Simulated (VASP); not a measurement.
Wanted: the native input for a VASP 6.6.1 run.

```
Task                   : single point
Functional             : PBE
Potentials or basis    : VASP PAW PBE potentials, release 64 (Ba_sv)
Cutoff                 : 520 eV
k mesh                 : 8 × 8 × 8
Occupations            : methfessel-paxton, width 0.05 eV
Spin                   : collinear spin, ferromagnetic start
Starting moments       : [0.5] μB
Dipole correction      : no
Further INCAR settings : ALGO = Normal; EDIFF = 1e-06; NBANDS = 15
```

The structure of Ba lies in POSCAR:

```
Ba
1.0
   -2.4726242257      2.4726242257      2.4726242257
    2.4726242257     -2.4726242257      2.4726242257
    2.4726242257      2.4726242257     -2.4726242257
Ba
1
Direct
    0.0000000000      0.0000000000      0.0000000000
```

This cell differs from its parent crystal: volume scaled by 0.96.

These files were run (other wordings do the same):

INCAR

```
ALGO = Normal
EDIFF = 1E-6
ENCUT = 520
GGA = PE
ISIF = 2
ISMEAR = 1
ISPIN = 2
LASPH = True
LCHARG = False
LORBIT = 11
LREAL = False
LWAVE = False
MAGMOM = 0.5
NBANDS = 15
NELM = 150
PREC = Accurate
SIGMA = 0.05
```

KPOINTS

```
k-points
0
Gamma
  8 8 8
```

Potentials or basis: VASP PAW PBE potentials, release 64 (Ba_sv).

The run is started by

```console
$ cat potpaw_PBE.64/Ba_sv/POTCAR > POTCAR
$ mpirun -np 1 vasp_std > vasp.out
```

Results of the run:

```yaml
Pressure: 0.5 GPa
Net_moment: -0.04 μB per cell
Valence_electrons_inside_the_program's_atomic_spheres: Ba 7.91
```

It took 22 s on 1 thread of Intel(R) Xeon(R) Platinum 8488C (Sapphire Rapids), with other jobs on the host, peak memory 0.22 GiB.
